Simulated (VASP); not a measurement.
**CaO: single point with LDA**

CaO:

```xyz
4
Lattice="3.9920 0.0000 0.0000 -1.9960 3.4572 0.0000 0.0000 0.0000 4.8327" Properties=species:S:1:pos:R:3 pbc="T T T"
Ca    0.0000    2.3048    3.6245
Ca    1.9960    1.1524    1.2082
O     0.0000    2.3048    1.2082
O     1.9960    1.1524    3.6245
```

| Item | Value |
| --- | --- |
| Program | VASP 6.6.1 |
| Task | single point |
| Functional | LDA |
| Potentials or basis | VASP PAW LDA potentials, release 64 (Ca_sv, O) |
| Cutoff | 520 eV |
| k mesh | 6 × 6 × 4 |
| Occupations | gaussian, width 0.05 eV |
| Spin | no spin polarisation |

| Property | Result |
| --- | --- |
| Pressure | -6.0 GPa |
| Band gap on the k mesh | 2.99 eV, direct |

Stress tensor (GPa, compression positive):
```
-5.31  0.00  0.00
 0.00 -5.31  0.00
 0.00  0.00 -7.24
```

Levels at points of the mesh, in eV from the valence-band top:
```
           k point  band 13  band 14  band 15  band 16  band 17  band 18  band 19  band 20
(0.00, 0.00, 0.00)    -1.15    -1.15    -1.13     0.00     2.99     6.02     6.02     7.51
(0.50, 0.00, 0.00)    -0.87    -0.83    -0.62    -0.37     4.55     5.10     5.11     7.46
(0.00, 0.00, 0.50)    -1.28    -1.28    -1.28    -1.28     4.81     4.81     7.64     7.64
(0.50, 0.00, 0.50)    -1.04    -1.04    -0.73    -0.73     5.19     5.19     7.16     7.16
```

It took 26 s on 1 thread of Intel(R) Xeon(R) Platinum 8488C (Sapphire Rapids) (shared host), peak memory 0.17 GiB.

Expect the measured gap to be larger: semilocal functionals such as LDA lack the derivative discontinuity.
